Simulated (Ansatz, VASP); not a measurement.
One calculation of SnSe, two programs

```
Sn Se
1.0
    11.54971    0.00000    0.00000
     0.00000    4.17962    0.00000
     0.00000    0.00000    4.36399
Sn Se
4 4
Direct
  0.11870 0.25000 0.09097
  0.38130 0.75000 0.59097
  0.61870 0.25000 0.40903
  0.88130 0.75000 0.90903
  0.35603 0.25000 0.02092
  0.14397 0.75000 0.52092
  0.85603 0.25000 0.47908
  0.64397 0.75000 0.97908
```

Alike in both runs: functional PBE; dispersion D3(BJ); k mesh 2 × 6 × 4; occupations gaussian, width 0.05 eV; no spin polarisation.

Ansatz relaxed the structure, and its values are those at the end. VASP's run is a single point on that final structure, the one shown.

|  | VASP | Ansatz |
| --- | --- | --- |
| version | VASP 6.6.1 | Ansatz 0.2.0 |
| potentials or method | VASP PAW PBE potentials, release 64 (Sn_d, Se), cutoff 520 eV | scalar-relativistic, plane waves, PAW |
| valence electrons in the cell | 80 | 120 |

Ansatz gave:

* gap on the k mesh at the Fermi level (eV): 0.58
* least direct gap on the mesh (eV): 0.58
* pressure (GPa): 0.0
* rms of the force components (eV/Å): 0.008

**Question.** Which values does VASP return?

**Answer.** gap on the k mesh at the Fermi level (eV): 0.57; least direct gap on the mesh (eV): 0.57; pressure (GPa): 0.0; rms of the force components (eV/Å): 0.013.

VASP's potentials hold 80 valence electrons a cell and Ansatz's 120, so a difference there can come from the potentials and not from the codes. Ansatz's warnings: relaxed geometry near dispersion switch.
